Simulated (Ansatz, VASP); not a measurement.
**Ni: VASP beside Ansatz**

The input INCAR:

```
SYSTEM = Ni
PREC = Accurate ; ENCUT = 520
EDIFF = 1E-7 ; ISMEAR = 0
SIGMA = 0.1 ; LREAL = .False.
LASPH = .True. ; NELM = 150
ALGO = Normal ; ISIF = 2
LWAVE = .False. ; LCHARG = .False.
ISPIN = 2 ; MAGMOM = 2 0
LORBIT = 11 ; LMAXMIX = 4
GGA = PE ; NBANDS = 21
```

KPOINTS

```
Automatic mesh
0
Gamma
  13 13 13
  0 0 0
```

POSCAR

```
Ni
1.0
    3.5347000000      1.7673500000      1.7673500000
    1.7673500000      3.5347000000      1.7673500000
    1.7673500000      1.7673500000      3.5347000000
Ni
2
Direct
    0.0000000000      0.0000000000      0.0000000000
    0.5000000000      0.5000000000      0.5000000000
```

Input for Ansatz:

```yaml
crystal:
  lattice:
    - [3.5347, 1.76735, 1.76735]
    - [1.76735, 3.5347, 1.76735]
    - [1.76735, 1.76735, 3.5347]
  atoms:
    - { symbol: Ni, position: [0.0, 0.0, 0.0], spin: 2.0 }
    - { symbol: Ni, position: [0.5, 0.5, 0.5] }
magnetization:
  spin_polarized: true
hamiltonian:
  xc: pbe
  pseudopotentials: { kind: paw }
basis:
  ecutwfc: 420
kpoints:
  mp_grid: { grid: [13, 13, 13] }
scf:
  occupations: { method: gaussian, width: 0.1 }
  lower_state_search: "off"
output:
  forces: true
  stress: true
```

Alike in both runs: task single point; functional PBE; k mesh 13 × 13 × 13; occupations gaussian, width 0.1 eV; collinear spin.

|  | VASP | Ansatz |
| --- | --- | --- |
| version | VASP 6.6.1 | Ansatz 0.2.0 |
| potentials or method | VASP PAW PBE potentials, release 64 (Ni), cutoff 520 eV | PAW, plane waves, scalar-relativistic |
| valence electrons in the cell | 20 | 36 |

```csv
,VASP,Ansatz,Ansatz less VASP
pressure (GPa),-2.7,-2.7,+0.01
"traceless stress, the component that is largest in VASP (GPa)",0.08,0.09,+0.013
net moment per atom (μB),0.63,0.64,+0.012
size of the moment on the site where the two differ most (μB),0.64,0.68,+0.039
```

Site moments also hang on the region over which each program counts them. With one functional, cell and mesh, what is left measures potentials, basis and numerics. VASP's potentials hold 20 valence electrons a cell and Ansatz's 36, so a difference there can come from the potentials and not from the codes.
